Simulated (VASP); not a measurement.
A run of VASP 6.6.1:

INCAR

```
PREC = Accurate
ENCUT = 600
EDIFF = 1E-6
ISMEAR = 0
SIGMA = 0.03
LREAL = False
LASPH = True
NELM = 120
ALGO = Normal
ISIF = 2
LWAVE = False
LCHARG = False
GGA = PS
NBANDS = 16
GGA_COMPAT = False
```

The input KPOINTS:

```
regular mesh
0
Gamma
  12 12 12
```

POSCAR

```
GaN
1.0
    0.0000000000      1.9908668597      1.9908668597
    1.9908668597      0.0000000000      1.9908668597
    1.9908668597      1.9908668597      0.0000000000
Ga N
1 1
Direct
    0.0000000000      0.0000000000      0.0000000000
    0.5000000000      0.5000000000      0.5000000000
```

Potentials or basis: VASP PAW PBE potentials, release 64 (Ga_d, N).

Launch:

```bash
$ cat potpaw_PBE.64/Ga_d/POTCAR potpaw_PBE.64/N/POTCAR > POTCAR
$ mpirun -np 1 vasp_std > vasp.out
```

Hardware: 1 thread of Intel(R) Xeon(R) 6975P-C (Granite Rapids), on a shared host.

Estimate the wall time of this run.

Wall time 7.5 s on 1 thread of Intel(R) Xeon(R) 6975P-C (Granite Rapids), on a shared host, peak memory 0.15 GiB. Counts: scf iterations 12, k points 72.
